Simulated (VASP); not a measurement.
Write the native input for VASP 6.6.1 that does the following.

| Property | Result |
| --- | --- |
| Task | single point |
| Functional | PBE |
| Potentials or basis | VASP PAW PBE potentials, release 64 (Sm) |
| Cutoff | 520 eV |
| k mesh | 8 × 8 × 5 |
| Occupations | fermi-dirac, width 0.05 eV |
| Spin | collinear spin, ferrimagnetic start |
| Starting moments | [-3.73, 2.93] μB |
| Dipole correction | no |
| Further INCAR settings | ALGO = Normal; EDIFF = 1e-06; NBANDS = 27 |

The structure of Sm lies in POSCAR:

```
Sm
1.0
    3.6440000000      0.0000000000      0.0000000000
   -1.8220000000      3.1557965714      0.0000000000
    0.0000000000      0.0000000000      5.8760000000
Sm
2
Direct
    0.6666666667      0.3333333333      0.7500000000
    0.3333333333      0.6666666667      0.2500000000
```

This isn't the form of Sm at room conditions, which is rhombohedral.

The input as run:

INCAR

```
PREC = Accurate
ENCUT = 520
EDIFF = 1E-6
ISMEAR = -1
SIGMA = 0.05
LREAL = False
LASPH = True
NELM = 150
ALGO = Normal
ISIF = 2
LWAVE = False
LCHARG = False
ISPIN = 2
MAGMOM = -3.73 2.93
LORBIT = 11
LMAXMIX = 6
GGA = PE
NBANDS = 27
```

KPOINTS

```
Automatic mesh
0
Gamma
  8 8 5
```

Potentials or basis: VASP PAW PBE potentials, release 64 (Sm).

The run is started by

```console
$ cat potpaw_PBE.64/Sm/POTCAR > POTCAR
$ mpirun -np 1 vasp_std > vasp.out
```

It gave:

| Property | Result |
| --- | --- |
| Pressure | 2.2 GPa |
| Band gap on the k mesh | zero (filled and empty bands overlap) |
| Net moment | 0.00 μB per cell |
| Site moments | Sm -5.58, +5.55 μB |
| Valence electrons inside the program's atomic spheres | Sm 13.67, 13.64 |

Caveat: the magnetic or orbital state may not be the lowest; spin-orbit coupling is left out, which moves the levels of the heavy elements; semilocal functionals describe open f shells poorly, which spoils levels, moments and volumes.

Wall time 3.7 min on 1 thread of Intel(R) Xeon(R) 6975P-C (Granite Rapids), on a shared host, peak memory 0.28 GiB.
